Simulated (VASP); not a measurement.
Set up this calculation in VASP 6.6.1, as the native input.

```
Task                   : single point
Functional             : PBEsol
Potentials or basis    : VASP PAW PBE potentials, release 64 (Cd, S)
Cutoff                 : 520 eV
k mesh                 : 9 × 9 × 4
Occupations            : gaussian, width 0.01 eV
Spin                   : no spin polarisation
Dipole correction      : no
Further INCAR settings : ALGO = Normal; EDIFF = 1e-06; NBANDS = 26
```

The structure of CdS lies in POSCAR:

```
CdS
1.0
    4.1245340297      0.0000000000      0.0000000000
   -2.0622670149      3.5719512485      0.0000000000
    0.0000000000      0.0000000000      6.7092066191
Cd S
2 2
Direct
    0.3333333333      0.6666666667     -0.0183249526
    0.6666666667      0.3333333333      0.4816750474
    0.3333333333      0.6666666667      0.3953249526
    0.6666666667      0.3333333333      0.8953249526
```

This cell differs from its parent crystal: atoms displaced along a vibrational mode.

These files were run (other wordings do the same):

INCAR

```
SYSTEM = CdS
PREC = Accurate
ENCUT = 520
EDIFF = 1E-6
ISMEAR = 0
SIGMA = 0.01
LREAL = .FALSE.
LASPH = .TRUE.
NELM = 100
ALGO = Normal
ISIF = 2
LWAVE = .FALSE.
LCHARG = .FALSE.
GGA = PS
NBANDS = 26
```

KPOINTS

```
Automatic mesh
0
G
  9 9 4
  0 0 0
```

Potentials or basis: VASP PAW PBE potentials, release 64 (Cd, S).

Command:

```console
$ cat potpaw_PBE.64/Cd/POTCAR potpaw_PBE.64/S/POTCAR > POTCAR
$ mpirun -np 1 vasp_std > vasp.out
```

It gave:

```
Pressure               : 1.5 GPa
Largest force          : 0.670 eV/Å
Band gap on the k mesh : 1.21 eV
```

Caveat: the cell differs from its parent crystal (atoms displaced along a vibrational mode); the PAW data sets were made with another functional, which shifts forces and pressure a little.

Wall time 88 s on 1 thread of Intel Xeon 8259CL, with other jobs on the host, peak memory 0.25 GiB.
